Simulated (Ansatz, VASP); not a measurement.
# ZrO5 in VASP and in Ansatz

Contents of INCAR:

```
ALGO     = Normal         # electronic algorithm
EDIFF    = 1E-6           # SCF threshold, eV
EDIFFG   = -0.01          # ionic threshold
ENCUT    = 600            # plane-wave cutoff, eV
GGA      = PE             # functional
IBRION   = 2              # ionic algorithm
ISIF     = 3              # what is computed and relaxed
ISMEAR   = 0              # smearing method
LASPH    = T              # aspherical terms in the spheres
LCHARG   = F              # write CHGCAR
LREAL    = F              # projectors in reciprocal space
LWAVE    = F              # write WAVECAR
NELM     = 60             # most SCF steps
NSW      = 100            # ionic steps
PREC     = Accurate       # precision mode
SIGMA    = 0.1            # smearing width, eV
```

KPOINTS

```
k-points
0
Gamma
  14 14 4
```

The input POSCAR:

```
ZrO5
1.0
    2.8756967252      0.0000000000      0.0000000000
    0.0000000000      2.8756967252      0.0000000000
    0.0000000000      0.0000000000     10.0189054860
Zr O
1 5
Direct
    0.5000000000      0.5000000000      0.0000000000
    0.5000000000      0.5000000000      0.4368132749
    0.5000000000      0.5000000000      0.5631867251
    0.0000000000      0.0000000000      0.1103795294
    0.0000000000      0.0000000000      0.8896204706
    0.0000000000      0.0000000000      0.5000000000
```

Input for Ansatz:

```yaml
crystal:
  lattice:
    - [2.8756967252, 0.0, 0.0]
    - [0.0, 2.8756967252, 0.0]
    - [0.0, 0.0, 10.018905486]
  atoms:
    - { symbol: Zr, position: [0.5, 0.5, 0.0] }
    - { symbol: O, position: [0.5, 0.5, 0.4368132749] }
    - { symbol: O, position: [0.5, 0.5, 0.5631867251] }
    - { symbol: O, position: [0.0, 0.0, 0.1103795294] }
    - { symbol: O, position: [0.0, 0.0, 0.8896204706] }
    - { symbol: O, position: [0.0, 0.0, 0.5] }
basis:
  ecutwfc: 420
kpoints:
  mp_grid: { grid: [14, 14, 4] }
hamiltonian:
  xc: pbe
scf:
  occupations: { method: gaussian, width: 0.1 }
output:
  forces: true
  stress: true
  eigenvalues: true
relax:
  adjacent_minimum: "off"
  f_tol: 0.01
  max_steps: 80
  cell: { stress_tol: 0.05 }
```

Change from the starting cell: species swapped into the Hf5Pb type (P4/mmm, No. 123).

Alike in both runs: task relaxation of cell and atoms; functional PBE; k mesh 14 × 14 × 4; occupations gaussian, width 0.1 eV; no spin polarisation.

|  | VASP | Ansatz |
| --- | --- | --- |
| version | VASP 6.6.1 | Ansatz 0.2.0 |
| potentials or method | VASP PAW PBE potentials, release 64 (Zr_sv, O), cutoff 600 eV | scalar-relativistic, plane waves, PAW |
| valence electrons in the cell | 42 | 42 |

VASP gave:

- gap on the k mesh at the Fermi level, each at its own relaxed structure (eV): none
- relaxed volume (Å³/atom): 13.79
- relaxed cell length with the largest relative difference (Å): 10.042

Q: Estimate Ansatz's values.

A: gap on the k mesh at the Fermi level, each at its own relaxed structure (eV): none; relaxed volume (Å³/atom): 14.73; relaxed cell length with the largest relative difference (Å): 10.661.

A gap of «none» marks a metal or a gap that the smearing closes. One of these differences is far larger than is usual between the two programs; its cause wasn't traced.
